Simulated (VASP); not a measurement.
A run of VASP 6.6.1:

File INCAR:

```
SYSTEM = SiC
PREC = Accurate
ENCUT = 520
EDIFF = 1E-7
ISMEAR = 0
SIGMA = 0.01
LREAL = .FALSE.
LASPH = .TRUE.
NELM = 80
ALGO = Normal
ISIF = 2
LWAVE = .FALSE.
LCHARG = .FALSE.
GGA = PS
IBRION = 2
NSW = 50
EDIFFG = -0.002
```

KPOINTS

```
Automatic mesh
0
G
  8 8 6
  0 0 0
```

POSCAR

```
SiC
1.0
    3.0603925614      0.0000000000      0.0000000000
   -1.5301962807      2.6503777037      0.0000000000
    0.0000000000      0.0000000000      5.0222993595
Si C
2 2
Direct
    0.3333333333      0.6666666667      0.0045933970
    0.6666666667      0.3333333333      0.5045933970
    0.3333333333      0.6666666667      0.3804066030
    0.6666666667      0.3333333333      0.8804066030
```

Potentials or basis: VASP PAW PBE potentials, release 64 (Si, C).

Run with:

```bash
$ cat potpaw_PBE.64/Si/POTCAR potpaw_PBE.64/C/POTCAR > POTCAR
$ mpirun -np 1 vasp_std > vasp.out
```

Hardware: 1 thread of Intel(R) Xeon(R) 6975P-C (Granite Rapids), on a shared host.

Q: How long does it take, and how much memory?

A: Run time: 10 s on 1 thread of Intel(R) Xeon(R) 6975P-C (Granite Rapids) (shared host), peak memory 0.16 GiB. Counts: scf iterations 17, k points 40, ion steps 2.
